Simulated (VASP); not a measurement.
Write the native input for VASP 6.6.1 that does the following.

```yaml
Task: single point
Functional: PBE
Potentials_or_basis: VASP PAW PBE potentials, release 64 (Zn, Se)
Cutoff: 520 eV
k_mesh: 8 × 8 × 8
Occupations: gaussian, width 0.01 eV
Spin: no spin polarisation
Dipole_correction: no
Further_INCAR_settings: ALGO = Normal; EDIFF = 1e-06; NBANDS = 16
```

The structure of ZnSe lies in POSCAR:

```
ZnSe
1.0
    0.0000000000      2.8353109284      2.8353109284
    2.8353109284      0.0000000000      2.8353109284
    2.8353109284      2.8353109284      0.0000000000
Zn Se
1 1
Direct
    0.0000000000      0.0000000000      0.0000000000
    0.7500000000      0.7500000000      0.7500000000
```

One way to write it, as run:

INCAR

```
PREC = Accurate
ENCUT = 520
EDIFF = 1E-6
ISMEAR = 0
SIGMA = 0.01
LREAL = False
LASPH = True
NELM = 60
ALGO = Normal
ISIF = 2
LWAVE = False
LCHARG = False
GGA = PE
NBANDS = 16
```

KPOINTS

```
Automatic mesh
0
Gamma
  8 8 8
```

Potentials or basis: VASP PAW PBE potentials, release 64 (Zn, Se).

Command:

```sh
$ cat potpaw_PBE.64/Zn/POTCAR potpaw_PBE.64/Se/POTCAR > POTCAR
$ mpirun -np 1 vasp_std > vasp.out
```

It gave:

* Pressure: 2.2 GPa
* Band gap on the k mesh: 1.28 eV, direct

Run time: 9.5 s on 1 thread of Intel(R) Xeon(R) 6975P-C (Granite Rapids), on a shared host, peak memory 0.17 GiB.
